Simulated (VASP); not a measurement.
A run of VASP 6.6.1:

INCAR

```
PREC     = Accurate       # precision mode
ENCUT    = 600            # plane-wave cutoff, eV
EDIFF    = 1E-6           # SCF threshold, eV
ISMEAR   = 0              # smearing method
SIGMA    = 0.01           # smearing width, eV
LREAL    = False          # projectors in reciprocal space
LASPH    = True           # aspherical terms in the spheres
NELM     = 120            # most SCF steps
ALGO     = Normal         # electronic algorithm
ISIF     = 2              # what is computed and relaxed
LWAVE    = False          # write WAVECAR
LCHARG   = False          # write CHGCAR
GGA      = PE             # functional
NBANDS   = 11             # bands
GGA_COMPAT= False
```

KPOINTS

```
Automatic mesh
0
Gamma
  6 6 6
```

The input POSCAR:

```
BeSe
1.0
    0.0000000000      2.5643587674      2.5643587674
    2.5643587674      0.0000000000      2.5643587674
    2.5643587674      2.5643587674      0.0000000000
Be Se
1 1
Direct
    0.0000000000      0.0000000000      0.0000000000
    0.2500000000      0.2500000000      0.2500000000
```

Potentials or basis: VASP PAW PBE potentials, release 64 (Be, Se).

Command:

```bash
$ cat potpaw_PBE.64/Be/POTCAR potpaw_PBE.64/Se/POTCAR > POTCAR
$ mpirun -np 1 vasp_std > vasp.out
```

Hardware: 1 thread of Intel(R) Xeon(R) 6975P-C (Granite Rapids) (shared host).

Problem. How long does it take, and how much memory?

Solution. Wall time 5.6 s on 1 thread of Intel(R) Xeon(R) 6975P-C (Granite Rapids) (shared host), peak memory 0.15 GiB. Counts: scf iterations 12, k points 16.
